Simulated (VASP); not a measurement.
# SiC (rocksalt type) (Fm-3m) in VASP: a series of runs

The runs below take SiC (rocksalt type) through relaxation of cell and atoms, with PBE.

Program: VASP 6.6.1. These are calculated values, not measurements. Logs are shortened: lines on timing, memory, paths and dates and some standing lists are left out, and cuts for length are marked.

### Step 1. The cell of the first run

Symmetry: Fm-3m, No. 225, cubic system. The conventional cell has a = 3.736 Å, b = 3.736 Å, c = 3.736 Å, α = 90.00°, β = 90.00°, γ = 90.00°. Si (site symmetry m-3m) has 6 C at 1.87 Å within 2.5 Å. C (site symmetry m-3m) has 6 Si at 1.87 Å within 2.5 Å.

### Step 2. Relaxation of cell and atoms, PBE, target pressure 100 GPa, at which the enthalpy is minimised

INCAR reads:

```
ALGO = Normal ; EDIFF = 1E-7
EDIFFG = -0.005 ; ENCUT = 600
GGA = PE ; IBRION = 2
ISIF = 3 ; ISMEAR = -1
LASPH = True ; LCHARG = False
LREAL = False ; LWAVE = False
NELM = 100 ; NSW = 60
PREC = Accurate ; PSTRESS = 1000.0
SIGMA = 0.1
```

KPOINTS reads:

```
k-points
0
Gamma
  17 17 17
```

POSCAR reads:

```
SiC
1.0
    0.0000000000      1.8679498159      1.8679498159
    1.8679498159      0.0000000000      1.8679498159
    1.8679498159      1.8679498159      0.0000000000
Si C
1 1
Direct
    0.0000000000      0.0000000000      0.0000000000
    0.5000000000      0.5000000000      0.5000000000
```

Potentials or basis: VASP PAW PBE potentials, release 64 (Si, C).

Launch:

```sh
cat potpaw_PBE.64/Si/POTCAR potpaw_PBE.64/C/POTCAR > POTCAR
mpirun -np 1 vasp_std > vasp.out
```

OUTCAR:

```text
EDIFF = 1E-7
   EDIFFG = -0.005
   ENCUT = 600
   GGA = PE
   IBRION = 2
   ISIF = 3
   ISMEAR = -1
   LASPH = True
   LREAL = False
   NELM = 100
   NSW = 60
   PREC = Accurate
   PSTRESS = 1000.0

 ion  position               nearest neighbor table
   1  0.000  0.000  0.000-   2 1.87   2 1.87   2 1.87   2 1.87   2 1.87   2 1.87
   2  0.500  0.500  0.500-   1 1.87   1 1.87   1 1.87   1 1.87   1 1.87   1 1.87

  LATTYP: Found a face centered cubic cell.
 ALAT       =     3.7358996318

  Lattice vectors:

 A1 = (   0.0000000000,   1.8679498159,   1.8679498159)
 A2 = (   1.8679498159,   0.0000000000,   1.8679498159)
 A3 = (   1.8679498159,   1.8679498159,   0.0000000000)

Analysis of symmetry for initial positions (statically):
=====================================================================
 Subroutine PRICEL returns:
 Original cell was already a primitive cell.

 Routine SETGRP: Setting up the symmetry group for a
 face centered cubic supercell.

 Subroutine GETGRP returns: Found 48 space group operations
 (whereof 48 operations were pure point group operations)
 out of a pool of 48 trial point group operations.

The static configuration has the point symmetry O_h .

Analysis of symmetry for dynamics (positions and initial velocities):
=====================================================================
 Subroutine PRICEL returns:
 Original cell was already a primitive cell.

 Routine SETGRP: Setting up the symmetry group for a
 face centered cubic supercell.

 Subroutine GETGRP returns: Found 48 space group operations
 (whereof 48 operations were pure point group operations)
 out of a pool of 48 trial point group operations.

The dynamic configuration has the point symmetry O_h .

 Subroutine INISYM returns: Found 48 space group operations
 (whereof 48 operations are pure point group operations),
 and found     1 'primitive' translations

----------------------------------------------------------------------------------------

                                     Primitive cell

  volume of cell :      13.0354

  direct lattice vectors                    reciprocal lattice vectors
     0.000000000  1.867949816  1.867949816    -0.267673144  0.267673144  0.267673144
     1.867949816  0.000000000  1.867949816     0.267673144 -0.267673144  0.267673144
     1.867949816  1.867949816  0.000000000     0.267673144  0.267673144 -0.267673144

  length of vectors
     2.641679963  2.641679963  2.641679963     0.463623485  0.463623485  0.463623485

  position of ions in fractional coordinates (direct lattice)
     0.000000000  0.000000000  0.000000000
     0.500000000  0.500000000  0.500000000

  ion indices of the primitive-cell ions
   primitive index   ion index
                 1           1
                 2           2

----------------------------------------------------------------------------------------

 KPOINTS: k-points

Automatic generation of k-mesh.
 Grid dimensions read from file:
 generate k-points for:   17   17   17

 Generating k-lattice:

  Cartesian coordinates                     Fractional coordinates (reciprocal lattice)
    -0.015745479  0.015745479  0.015745479     0.058823529  0.000000000  0.000000000
     0.015745479 -0.015745479  0.015745479     0.000000000  0.058823529  0.000000000
     0.015745479  0.015745479 -0.015745479     0.000000000  0.000000000  0.058823529

  Length of vectors
     0.027271970  0.027271970  0.027271970

  Shift w.r.t. Gamma in fractional coordinates (k-lattice)
     0.000000000  0.000000000  0.000000000

 Subroutine IBZKPT returns following result:
 ===========================================

 Found    165 irreducible k-points:

 Following reciprocal coordinates:
            Coordinates               Weight
  0.000000  0.000000  0.000000      1.000000
  0.058824  0.000000  0.000000      8.000000
  0.117647  0.000000  0.000000      8.000000
  0.176471  0.000000  0.000000      8.000000
  0.235294  0.000000  0.000000      8.000000
  0.294118  0.000000  0.000000      8.000000
[... 16 lines left out ...]
 -0.176471  0.058824  0.000000     24.000000
 -0.117647  0.058824  0.000000     24.000000
 [... further k-points ...]
   k-points           NKPTS =    165   k-points in BZ     NKDIM =    165   number of bands    NBANDS=      8
   number of dos      NEDOS =    301   number of ions     NIONS =      2
   total plane-waves  NPLWV =  13824
   dimension x,y,z NGX =    24 NGY =   24 NGZ =   24
   dimension x,y,z NGXF=    48 NGYF=   48 NGZF=   48
   ions per type =               1   1
   NGX,Y,Z   is equivalent  to a cutoff of  15.10, 15.10, 15.10 a.u.
   NGXF,Y,Z  is equivalent  to a cutoff of  30.21, 30.21, 30.21 a.u.
 SYSTEM =  unknown system
   PREC   = accura    normal or accurate (medium, high low for compatibility)
   ISTART =      0    job   : 0-new  1-cont  2-samecut
   ICHARG =      2    charge: 1-file 2-atom 10-const
   ISPIN  =      1    spin polarized calculation?
   LNONCOLLINEAR =      F non collinear calculations
   LSORBIT =      F    spin-orbit coupling
   LASPH  =      T    aspherical Exc in radial PAW
   ENCUT  =  600.0 eV  44.10 Ry    6.64 a.u.   5.28  5.28  5.28*2*pi/ulx,y,z
   NELM   =    100;   NELMIN=  2; NELMDL= -5     # of ELM steps
   EDIFF  = 0.1E-06   stopping-criterion for ELM
   LREAL  =      F    real-space projection
   EDIFFG = -.5E-02   stopping-criterion for IOM
   NSW    =     60    number of steps for IOM
   IBRION =      2    ionic relax: 0-MD 1-quasi-New 2-CG
   NFREE  =      1    steps in history (QN), initial steepest desc. (CG)
   ISIF   =      3    stress and relaxation
   ISYM   =      2    0-nonsym 1-usesym 2-fastsym
   POTIM  = 0.5000    time-step for ionic-motion
   TEBEG  =    0.0;   TEEND  =   0.0 temperature during run
   PSTRESS= 1000.0 pullay stress
   NELECT =       8.0000    total number of electrons
   NUPDOWN=      -1.0000    fix difference up-down
   EMIN   =  10.00;   EMAX   =-10.00  energy-range for DOS
   EFERMI =   0.00;   METHOD = LEGACY
   ISMEAR =    -1;   SIGMA  =   0.10  broadening in eV -4-tet -1-fermi 0-gaus
   EFERMI_NEDOS =   21; number of points for ismear=-14 and -15
   IALGO  =     38    algorithm
   IMIX   =      4    mixing-type and parameters
     AMIX     =   0.40;   BMIX     =  1.00
     AMIX_MAG =   1.60;   BMIX_MAG =  1.00
  volume/ion in A,a.u.               =       6.52        43.98
  Fermi-wavevector in a.u.,A,eV,Ry     =   1.391222  2.629027 26.334040  1.935497
  Thomas-Fermi vector in A             =   2.515081
   LORBIT       =      0    0 simple, 1 ext, 2 COOP (PROOUT), +10 PAW based schemes
   GGA     = PE    functional components
   LHFCALC =     F    Hartree Fock is set to
   AEXX    =    0.0000 exact exchange contribution
   IVDW    =     0    specifies the selected vdW correction
   LEPSILON=     F    determine dielectric tensor
   LRPA    =     F    only Hartree local field effects (RPA)
 conjugate gradient relaxation of ions
 non-spin polarized calculation
  energy-cutoff  :      600.00
  volume of cell :       13.04
 maximum number of plane-waves:       448
 NGX is ok and might be reduce to    24
   NGX = 11   NGY = 11   NGZ = 11

--------------------------------------- Ionic step        1  -------------------------------------------

 number of electron       8.0000000 magnetization

 Free energy of the ion-electron system (eV)
  ---------------------------------------------------
  ext. energy  EPLUGINS =         0.00000000
  ---------------------------------------------------
  free energy    TOTEN  =       -12.62018537 eV

  energy without entropy =      -12.62007328  energy(sigma->0) =      -12.62012933

------------------------ aborting loop because EDIFF is reached ----------------------------------------

  FORCE on cell =-STRESS in cart. coord.  units (eV):
  Direction    XX          YY          ZZ          XY          YZ          ZX
  --------------------------------------------------------------------------------------
  -------------------------------------------------------------------------------------
  Total        8.4750832      8.4750832      8.4750832      0.0000000      0.0000000      0.0000000
  in kB     1041.6670891   1041.6670891   1041.6670891      0.0000000      0.0000000      0.0000000
  external PRESSURE =      41.6670891 kB  Pullay stress =    1000.0000000 kB
[... 61 lines left out ...]
  enthalpy is  TOTEN    =        -4.4771157442 eV   P V=        8.3373062997

--------------------------------------- Ionic step        3  -------------------------------------------

 number of electron       8.0000000 magnetization

 Free energy of the ion-electron system (eV)
  ---------------------------------------------------
  ext. energy  EPLUGINS =         0.00000000
  ---------------------------------------------------
  free energy    TOTEN  =       -12.67527138 eV

  energy without entropy =      -12.67513271  energy(sigma->0) =      -12.67520204

 E-fermi :  16.8542     XC(G=0): -13.7879

 val. band max:       16.3625025023   @ k =   0.0000   0.0000   0.0000
 cond. band min:      17.2172772488   @ k =   0.4706   0.4706   0.0000
 fundamental gap:      0.8547747465
 Fermi energy:        16.8541553021

 k-point     1 :       0.0000    0.0000    0.0000
  band No.  band energies     occupation
      1      -5.0611      2.00000
      2      16.3625      1.98546
      3      16.3625      1.98546
      4      16.3625      1.98546
      5      25.3435      0.00000
      6      25.3435      0.00000
      7      25.3435      0.00000
      8      28.5095      0.00000
[... 243 lines left out ...]
 k-point    24 :      -0.1176    0.0588    0.0000
  band No.  band energies     occupation
      1      -4.4403      2.00000
      2      13.8233      2.00000
      3      15.1036      2.00000
      4      16.2474      1.99538
      5      24.7163      0.00000
      6      25.9633      0.00000
      7      26.4797      0.00000
      8      27.2422      0.00000

 [... further k-points ...]

------------------------ aborting loop because EDIFF is reached ----------------------------------------

  FORCE on cell =-STRESS in cart. coord.  units (eV):
  Direction    XX          YY          ZZ          XY          YZ          ZX
  --------------------------------------------------------------------------------------
  -------------------------------------------------------------------------------------
  Total        8.1887693      8.1887693      8.1887693      0.0000000      0.0000000     -0.0000000
  in kB      999.8429487    999.8429487    999.8429487      0.0000000      0.0000000     -0.0000000
  external PRESSURE =      -0.1570513 kB  Pullay stress =    1000.0000000 kB
[... 17 lines left out ...]
  FREE ENERGIE OF THE ION-ELECTRON SYSTEM (eV)
  ---------------------------------------------------
  free  energy   TOTEN  =       -12.6752713779 eV

  energy  without entropy=      -12.6751327098  energy(sigma->0) =      -12.67520204

  enthalpy is  TOTEN    =        -4.4852157891 eV   P V=        8.1900555887

 reached required accuracy - stopping structural energy minimisation
```

Run time: 55 s. Hardware: 1 thread of Intel Xeon 8259CL, shared host; peak memory 0.15 GiB.

What came out:

```
Free energy                                                : -12.6753 eV
Relaxed volume                                             : 6.56 Å³/atom
Relaxed cell                                               : a = 2.648 Å, b = 2.648 Å, c = 2.648 Å, α = 60.00°, β = 60.00°, γ = 60.00°
Space group after relaxing (to 0.1 Å)                      : Fm-3m (No. 225)
Energy change on relaxing (the run minimises the enthalpy) : -27.5 meV/atom
Ionic steps                                                : 3
Pressure after relaxing                                    : 100.0 GPa
Band gap on the k mesh                                     : 0.85 eV (least direct gap 6.14 eV)
```

The path:
```
step  energy change (eV)  largest force (eV/Å)  pressure (GPa)  volume (Å³)
   1              0.0000                0.0000          104.17        13.04
   2             -0.1942                0.0000           89.18        13.36
   3             -0.0551                0.0000           99.98        13.12
```

Final structure:
```yaml
crystal:
  lattice:
    - [0.00000, 1.87207, 1.87207]
    - [1.87207, 0.00000, 1.87207]
    - [1.87207, 1.87207, 0.00000]
  atoms:
    - { symbol: Si, position: [0.00000, 0.00000, 0.00000] }
    - { symbol: C, position: [0.50000, 0.50000, 0.50000] }
```

Caveat: the cell is relaxed towards a set pressure, so the run minimises the enthalpy, not the energy; an odd mesh through Γ misses points on the zone boundary, where band edges can lie.

### Step 3. Relaxation of cell and atoms, PBE, target pressure 100 GPa, at which the enthalpy is minimised

This run uses another cell than the first one, of 6.57 Å³/atom.

INCAR reads:

```
SYSTEM = SiC
  ALGO = Normal
  EDIFF = 1E-6
  EDIFFG = -0.005
  ENCUT = 600
  GGA = PE
  IBRION = 2
  ISIF = 3
  ISMEAR = -1
  LASPH = .TRUE.
  LCHARG = .FALSE.
  LREAL = .FALSE.
  LWAVE = .FALSE.
  NELM = 80
  NSW = 32
  PREC = Accurate
  PSTRESS = 1000.0
  SIGMA = 0.1
```

KPOINTS reads:

```
k-points
0
G
  17 17 17
  0 0 0
```

POSCAR reads:

```
SiC
1.0
    0.0000000000      1.8724599474      1.8724599474
    1.8724599474      0.0000000000      1.8724599474
    1.8724599474      1.8724599474      0.0000000000
Si C
1 1
Direct
    0.0000000000      0.0000000000      0.0000000000
    0.5000000000      0.5000000000      0.5000000000
```

Potentials or basis: VASP PAW PBE potentials, release 64 (Si, C).

Launch:

```sh
cat potpaw_PBE.64/Si/POTCAR potpaw_PBE.64/C/POTCAR > POTCAR
mpirun -np 1 vasp_std > vasp.out
```

OUTCAR:

```text
SYSTEM = SiC
   EDIFF = 1E-6
   EDIFFG = -0.005
   ENCUT = 600
   GGA = PE
   IBRION = 2
   ISIF = 3
   ISMEAR = -1
   LASPH = .TRUE.
   LREAL = .FALSE.
   NELM = 80
   NSW = 32
   PREC = Accurate
   PSTRESS = 1000.0

 ion  position               nearest neighbor table
   1  0.000  0.000  0.000-   2 1.87   2 1.87   2 1.87   2 1.87   2 1.87   2 1.87
   2  0.500  0.500  0.500-   1 1.87   1 1.87   1 1.87   1 1.87   1 1.87   1 1.87

  LATTYP: Found a face centered cubic cell.
 ALAT       =     3.7449198948

  Lattice vectors:

 A1 = (   0.0000000000,   1.8724599474,   1.8724599474)
 A2 = (   1.8724599474,   0.0000000000,   1.8724599474)
 A3 = (   1.8724599474,   1.8724599474,   0.0000000000)

Analysis of symmetry for initial positions (statically):
=====================================================================
 Subroutine PRICEL returns:
 Original cell was already a primitive cell.
[... 261 lines left out ...]
 fundamental gap:      0.8548909900
 Fermi energy:        16.8547275311

 k-point     1 :       0.0000    0.0000    0.0000
  band No.  band energies     occupation
      1      -5.0609      2.00000
      2      16.3630      1.98546
      3      16.3630      1.98546
      4      16.3630      1.98546
      5      25.3440      0.00000
      6      25.3440      0.00000
      7      25.3440      0.00000
      8      28.5106      0.00000
[... 243 lines left out ...]
 k-point    24 :      -0.1176    0.0588    0.0000
  band No.  band energies     occupation
      1      -4.4401      2.00000
      2      13.8238      2.00000
      3      15.1040      2.00000
      4      16.2479      1.99538
      5      24.7168      0.00000
      6      25.9639      0.00000
      7      26.4803      0.00000
      8      27.2429      0.00000

 [... further k-points ...]

------------------------ aborting loop because EDIFF is reached ----------------------------------------

  FORCE on cell =-STRESS in cart. coord.  units (eV):
  Direction    XX          YY          ZZ          XY          YZ          ZX
  --------------------------------------------------------------------------------------
  -------------------------------------------------------------------------------------
  Total        8.1897096      8.1897096      8.1897096     -0.0000000      0.0000000      0.0000000
  in kB      999.9854306    999.9854306    999.9854306     -0.0000000      0.0000000      0.0000000
  external PRESSURE =      -0.0145694 kB  Pullay stress =    1000.0000000 kB
[... 21 lines left out ...]
  energy  without entropy=      -12.6750948115  energy(sigma->0) =      -12.67516411

  enthalpy is  TOTEN    =        -4.4854044948 eV   P V=        8.1898289185

 reached required accuracy - stopping structural energy minimisation
```

OSZICAR:

```text
N       E                     dE             d eps       ncg     rms          rms(c)
DAV:   1     0.334822833272E+01    0.33482E+01   -0.50366E+03  2992   0.100E+03
DAV:   2    -0.143185702019E+02   -0.17667E+02   -0.16333E+02  3840   0.107E+02
DAV:   3    -0.144961392598E+02   -0.17757E+00   -0.17757E+00  3216   0.121E+01
[... 15 lines left out ...]
       N       E                     dE             d eps       ncg     rms          rms(c)
DAV:   1    -0.126752460395E+02   -0.14429E-01   -0.67794E-04  3840   0.253E-01    0.390E-02
DAV:   2    -0.126752365940E+02    0.94455E-05   -0.17636E-05  3008   0.305E-02    0.206E-02
DAV:   3    -0.126752339697E+02    0.26243E-05   -0.35335E-06  3640   0.137E-02    0.526E-03
DAV:   4    -0.126752334132E+02    0.55644E-06   -0.21638E-07  1480   0.336E-03
   3 F= -.44854045E+01 E0= -.44853352E+01  d E =-.117283E-04
```

Wall time 47 s (1 thread of Intel Xeon 8259CL, shared host); peak memory 0.15 GiB.

Results:

```yaml
Free_energy: -12.6752 eV
Relaxed_volume: 6.56 Å³/atom
Relaxed_cell: a = 2.647 Å, b = 2.647 Å, c = 2.647 Å, α = 60.00°, β = 60.00°, γ = 60.00°
Space_group_after_relaxing_to_0.1_Å: Fm-3m (No. 225)
Energy_change_on_relaxing_the_run_minimises_the_enthalpy: +2.7 meV/atom
Ionic_steps: 3
Pressure_after_relaxing: 100.0 GPa
Band_gap_on_the_k_mesh: 0.85 eV (least direct gap 6.14 eV)
```

Step by step:
```
step  energy change (eV)  largest force (eV/Å)  pressure (GPa)  volume (Å³)
   1              0.0000                0.0000           99.60        13.13
   2              0.0197                0.0000          101.09        13.10
   3              0.0053                0.0000          100.00        13.12
```

Final structure:
```cif
data_structure
_symmetry_space_group_name_H-M 'P 1'
_symmetry_Int_Tables_number 1
_cell_length_a 2.6475
_cell_length_b 2.6475
_cell_length_c 2.6475
_cell_angle_alpha 60.000
_cell_angle_beta 60.000
_cell_angle_gamma 60.000
_cell_volume 13.12
loop_
_atom_site_label
_atom_site_type_symbol
_atom_site_fract_x
_atom_site_fract_y
_atom_site_fract_z
_atom_site_occupancy
Si1 Si 0.00000 0.00000 0.00000 1
C1 C 0.50000 0.50000 0.50000 1
```

Caveat: the cell is relaxed towards a set pressure, so the run minimises the enthalpy, not the energy; an odd mesh through Γ misses points on the zone boundary, where band edges can lie.

(Part 1 of 2 ends here.)
